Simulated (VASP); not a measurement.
# SiC: single point with PBE

The system is SiC.

```
CELL_PARAMETERS angstrom
0.00000 2.18987 2.18987
2.18987 0.00000 2.18987
2.18987 2.18987 0.00000
ATOMIC_POSITIONS crystal
Si 0.00000 0.00000 0.00000
C 0.75000 0.75000 0.75000
```

* Program: VASP 6.6.1
* Task: single point
* Functional: PBE
* Potentials or basis: VASP PAW PBE potentials, release 64 (Si, C)
* Cutoff: 600 eV
* k mesh: 10 × 10 × 10
* Occupations: gaussian, width 0.01 eV
* Spin: no spin polarisation
* Dipole correction: no
* Further INCAR settings: ALGO = Normal; EDIFF = 1e-06; NBANDS = 11

```
Pressure               : -0.2 GPa
Band gap on the k mesh : 1.37 eV, indirect (least direct gap 4.53 eV)
```

Levels at points of the mesh, in eV from the valence-band top:
```tsv
k point	band 1	band 2	band 3	band 4	band 5	band 6	band 7	band 8
(0.00, 0.00, 0.00)	-15.29	0.00	0.00	0.00	6.06	7.21	7.21	7.21
(0.50, 0.00, 0.00)	-11.78	-8.45	-1.05	-1.05	5.30	7.17	7.17	9.97
(0.50, 0.50, 0.00)	-10.34	-7.75	-3.16	-3.16	1.37	4.27	13.86	13.86
```

It took 15 s on 1 thread of Intel Xeon 6975P-C, on a shared host, peak memory 0.15 GiB.

A k mesh can miss the band edges. As with any semilocal functional, this PBE gap is likely too small.
